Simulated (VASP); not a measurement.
Input of a VASP 6.6.1 run:

INCAR

```
SYSTEM = Hf
ALGO = Fast
EDIFF = 1E-6
ENCUT = 520
GGA = PE
ISIF = 2
ISMEAR = 0
LASPH = .True.
LCHARG = .False.
LREAL = .False.
LWAVE = .False.
NBANDS = 11
NELM = 60
PREC = Accurate
SIGMA = 0.1
```

The input KPOINTS:

```
k-points
0
Gamma
  16 16 16
  0 0 0
```

Contents of POSCAR:

```
Hf
1.0
    0.0000000000      2.2425998485      2.2425998485
    2.2425998485      0.0000000000      2.2425998485
    2.2425998485      2.2425998485      0.0000000000
Hf
1
Direct
    0.0000000000      0.0000000000      0.0000000000
```

Potentials or basis: VASP PAW PBE potentials, release 64 (Hf_pv).

Run with:

```console
$ cat potpaw_PBE.64/Hf_pv/POTCAR > POTCAR
$ mpirun -np 1 vasp_std > vasp.out
```

Question: What does it give for the band gap on the k mesh?

Answer: Zero (band 5 reaches 6.08 eV, above the bottom of band 6 at 4.29 eV).

Question: What does it give for the pressure?

Answer: -0.4 GPa.

Caveat: spin-orbit coupling is left out, which moves the levels of the heavy elements.
